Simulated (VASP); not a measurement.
N: single point with PBE

Crystal: N.

```
CELL_PARAMETERS angstrom
4.19164 0.00000 0.01826
0.00000 4.22966 0.00000
0.02390 0.00000 5.43139
ATOMIC_POSITIONS crystal
N 0.91052 0.92294 0.99975
N 0.58948 0.40653 0.50025
N 0.08948 0.09347 0.00025
N 0.41052 0.57706 0.49975
```

This cell differs from its parent crystal: strained and its atoms moved.

```
Program                : VASP 6.6.1
Task                   : single point
Functional             : PBE
Potentials or basis    : VASP PAW PBE potentials, release 64 (N)
Cutoff                 : 520 eV
k mesh                 : 6 × 6 × 4
Occupations            : gaussian, width 0.02 eV
Spin                   : no spin polarisation
Dipole correction      : no
Further INCAR settings : ALGO = Normal; EDIFF = 1e-06; NBANDS = 18
```

- Pressure: 16.5 GPa
- Largest force: 14.422 eV/Å
- Band gap on the k mesh: 7.79 eV, indirect (least direct gap 7.91 eV)

Forces on the atoms (eV/Å):
```
N   -10.390 -10.002  -0.083
N    10.390  -9.995   0.083
N    10.390   9.995   0.083
N   -10.390  10.002  -0.083
```

Stress tensor (GPa, compression positive):
```
25.75  0.00  0.19
 0.00 23.78  0.00
 0.19  0.00 -0.08
```

Levels at points of the mesh, in eV from the valence-band top:
```tsv
k point	band 7	band 8	band 9	band 10	band 11	band 12	band 13	band 14
(0.00, 0.00, 0.00)	-1.99	-1.93	-0.86	-0.11	7.79	8.70	9.00	9.02
(0.50, 0.00, 0.00)	-2.12	-2.12	-0.18	-0.18	8.78	8.78	8.79	8.79
(0.00, 0.50, 0.00)	-2.12	-2.11	-0.24	-0.20	8.74	8.77	8.78	8.85
(0.50, 0.50, 0.00)	-2.11	-2.11	-0.02	-0.02	8.58	8.58	9.53	9.53
(0.00, 0.00, 0.50)	-2.01	-2.01	-0.41	-0.41	8.22	8.22	8.99	8.99
(0.50, 0.00, 0.50)	-2.00	-1.99	-0.22	-0.21	8.39	8.40	9.10	9.12
(0.00, 0.50, 0.50)	-1.99	-1.99	-0.25	-0.25	8.40	8.40	9.11	9.11
(0.50, 0.50, 0.50)	-2.13	-2.13	0.00	0.00	8.56	8.56	9.53	9.53
```

It took 45 s on 1 thread of Intel(R) Xeon(R) Platinum 8259CL CPU @ 2.50GHz (Skylake/Cascade Lake) (shared host), peak memory 0.22 GiB.

Caveat: the cell differs from its parent crystal (strained and its atoms moved); the standard files for N, O and F lose accuracy on very short bonds; forces of over 1 eV/Å act on the atoms, so gaps and moduli don't describe the material at rest. A k mesh can miss the band edges.
